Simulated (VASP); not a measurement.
Write the native input for VASP 6.6.1 that does the following.

```
Task                   : single point
Functional             : r2SCAN
Potentials or basis    : VASP PAW PBE potentials, release 64 (Sb)
Cutoff                 : 520 eV
k mesh                 : 16 × 16 × 16
Occupations            : gaussian, width 0.15 eV
Spin                   : no spin polarisation
Dipole correction      : no
Further INCAR settings : ALGO = Normal; EDIFF = 1e-06; NBANDS = 8
```

Sb:

```xyz
1
Lattice="3.0020 0.0000 0.0000 0.0000 3.0020 0.0000 0.0000 0.0000 3.1600" Properties=species:S:1:pos:R:3 pbc="T T T"
Sb    0.0000    0.0000    0.0000
```

This cell differs from its parent crystal: strain -0.050 along x and y, +0.000 along z.

The input as run:

POSCAR

```
Sb
1.0
    3.0020000000      0.0000000000      0.0000000000
    0.0000000000      3.0020000000      0.0000000000
    0.0000000000      0.0000000000      3.1600000000
Sb
1
Direct
    0.0000000000      0.0000000000      0.0000000000
```

INCAR.step1

```
SYSTEM = Sb
PREC     = Accurate       ! precision mode
ENCUT    = 520            ! plane-wave cutoff, eV
ISMEAR   = 0              ! smearing method
SIGMA    = 0.15           ! smearing width, eV
LREAL    = .False.        ! projectors in reciprocal space
LASPH    = .True.         ! aspherical terms in the spheres
NELM     = 60             ! most SCF steps
NBANDS   = 8              ! bands
GGA      = PE             ! functional
ALGO     = Normal         ! electronic algorithm
EDIFF    = 1E-4           ! SCF threshold, eV
LWAVE    = .True.         ! write WAVECAR
LCHARG   = .False.        ! write CHGCAR
```

INCAR.step2

```
SYSTEM = Sb
PREC     = Accurate       ! precision mode
ENCUT    = 520            ! plane-wave cutoff, eV
EDIFF    = 1E-6           ! SCF threshold, eV
ISMEAR   = 0              ! smearing method
SIGMA    = 0.15           ! smearing width, eV
LREAL    = .False.        ! projectors in reciprocal space
LASPH    = .True.         ! aspherical terms in the spheres
NELM     = 60             ! most SCF steps
ALGO     = Normal         ! electronic algorithm
ISIF     = 2              ! what is computed and relaxed
LWAVE    = .False.        ! write WAVECAR
LCHARG   = .False.        ! write CHGCAR
METAGGA  = R2SCAN         ! meta-GGA
LMIXTAU  = .True.       
NBANDS   = 8              ! bands
ISTART   = 1
```

KPOINTS

```
regular mesh
0
Gamma
  16 16 16
  0 0 0
```

Potentials or basis: VASP PAW PBE potentials, release 64 (Sb).

Command:

```console
$ cat potpaw_PBE.64/Sb/POTCAR > POTCAR
$ cp INCAR.step1 INCAR
$ mpirun -np 1 vasp_std > vasp.out
$ cp INCAR.step2 INCAR
$ mpirun -np 1 vasp_std > vasp.out
```

Results of the run:

* Pressure: 2.6 GPa

Caveat: the cell differs from its parent crystal (strain -0.050 along x and y, +0.000 along z); the PAW data sets were made with another functional, which shifts forces and pressure a little.

Run time: 89 s on 1 thread of Intel(R) Xeon(R) Platinum 8488C (Sapphire Rapids), on a shared host, peak memory 0.21 GiB.
